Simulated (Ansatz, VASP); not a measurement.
CsMg2Sb2 in VASP and in Ansatz

The input POSCAR:

```
CsMg2Sb2
1.0
    2.4251960000      4.2005610000      0.0000000000
   -2.4251960000      4.2005610000      0.0000000000
    0.0000000000      0.0000000000      8.2365140000
Mg Sb Cs
2 2 1
Direct
    0.3333000000      0.3334000000      0.6247000000
    0.6667000000      0.6666000000      0.3753000000
    0.3333000000      0.3334000000      0.2680000000
    0.6667000000      0.6666000000      0.7320000000
    0.0000000000      0.0000000000      0.0000000000
```

The input INCAR.step1:

```
  PREC = Accurate
  ENCUT = 660
  ISMEAR = -1
  SIGMA = 0.1
  LREAL = False
  LASPH = True
  NELM = 120
  NBANDS = 20
  GGA = PE
  ALGO = Normal
  EDIFF = 1E-5
  LWAVE = True
  LCHARG = False
  GGA_COMPAT = False
```

The input INCAR.step2:

```
  PREC = Accurate
  ENCUT = 660
  EDIFF = 1E-6
  ISMEAR = -1
  SIGMA = 0.1
  LREAL = False
  LASPH = True
  NELM = 120
  ALGO = Normal
  ISIF = 2
  LWAVE = False
  LCHARG = True
  METAGGA = R2SCAN
  LMIXTAU = True
  LELF = True
  LVHAR = True
  NBANDS = 20
  ISTART = 1
  GGA_COMPAT = False
```

KPOINTS

```
Automatic mesh
0
Gamma
  4 4 3
```

Input for Ansatz:

```yaml
crystal:
  lattice:
    - [2.425196, 4.200561, 0.0]
    - [-2.425196, 4.200561, 0.0]
    - [0.0, 0.0, 8.236514]
  atoms:
    - { symbol: Mg, position: [0.3333, 0.3334, 0.6247] }
    - { symbol: Mg, position: [0.6667, 0.6666, 0.3753] }
    - { symbol: Sb, position: [0.3333, 0.3334, 0.268] }
    - { symbol: Sb, position: [0.6667, 0.6666, 0.732] }
    - { symbol: Cs, position: [0.0, 0.0, 0.0] }
  symmetry: { tolerance: 0.0003 }
kpoints:
  mp_grid: { grid: [4, 4, 3], shift: [0, 0, 0] }
magnetization:
  spin_polarized: false
scf:
  occupations: { method: fermi_dirac }
hamiltonian:
  pseudopotentials: { kind: paw }
  xc: r2scan
basis:
  ecutwfc: 500
output:
  forces: true
  stress: true
  eigenvalues: true
  write_density: true
  write_potential: true
  elf: true
  volumetric_format: npy
accuracy: medium
```

Alike in both runs: task single point; functional r2SCAN; k mesh 4 × 4 × 3; no spin polarisation.

```csv
,VASP,Ansatz
version,VASP 6.6.1,Ansatz 0.2.0
potentials or method,"VASP PAW PBE potentials, release 64 (Mg, Sb, Cs_sv), cutoff 660 eV",PAW plane waves
occupations,"fermi-dirac, width 0.1 eV",fermi-dirac
valence electrons in the cell,23,59
```

```csv
,VASP,Ansatz,Ansatz less VASP
gap on the k mesh at the Fermi level (eV),none,none,-
pressure (GPa),1.7,1.7,-0.02
"traceless stress, the component that is largest in VASP (GPa)",1.64,1.63,-0.007
rms of the force components (eV/Å),0.339,0.337,-0.0018
```

VASP's potentials were made for PBE, not for r2SCAN. Atom by atom the forces differ by 0.002 eV/Å (rms over components). A gap of «none» marks a metal or a gap that the smearing closes. VASP's potentials hold 23 valence electrons a cell and Ansatz's 59, so a difference there can come from the potentials and not from the codes. Ansatz's warnings: structure snapped to symmetry.

The k mesh is coarse, so the values compare programs but aren't converged. Spin-orbit coupling is off throughout.
